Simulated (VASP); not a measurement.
A run of VASP 6.6.1 is set up as follows.

Contents of INCAR:

```
SYSTEM = LiCl
  PREC = Accurate
  ENCUT = 520
  EDIFF = 1E-7
  ISMEAR = 0
  SIGMA = 0.05
  LREAL = .FALSE.
  LASPH = .TRUE.
  NELM = 100
  ALGO = Normal
  ISIF = 2
  LWAVE = .FALSE.
  LCHARG = .FALSE.
  NBANDS = 12
```

KPOINTS

```
Automatic mesh
0
G
  8 8 8
  0 0 0
```

POSCAR

```
LiCl
1.0
    0.0000000000      2.6288790000      2.5647600000
    2.6288790000      0.0000000000      2.5647600000
    2.6288790000      2.6288790000      0.0000000000
Li Cl
1 1
Direct
    0.0000000000      0.0000000000      0.0000000000
    0.5000000000      0.5000000000      0.5000000000
```

Potentials or basis: VASP PAW LDA potentials, release 64 (Li_sv, Cl).

Run with:

```sh
$ cat potpaw_LDA.64/Li_sv/POTCAR potpaw_LDA.64/Cl/POTCAR > POTCAR
$ mpirun -np 1 vasp_std > vasp.out
```

(1) Predict the band gap on the k mesh.

Answers

(1) 5.71 eV, direct.

Caveat: the cell differs from its parent crystal (strain +0.025 along x and y, +0.000 along z).
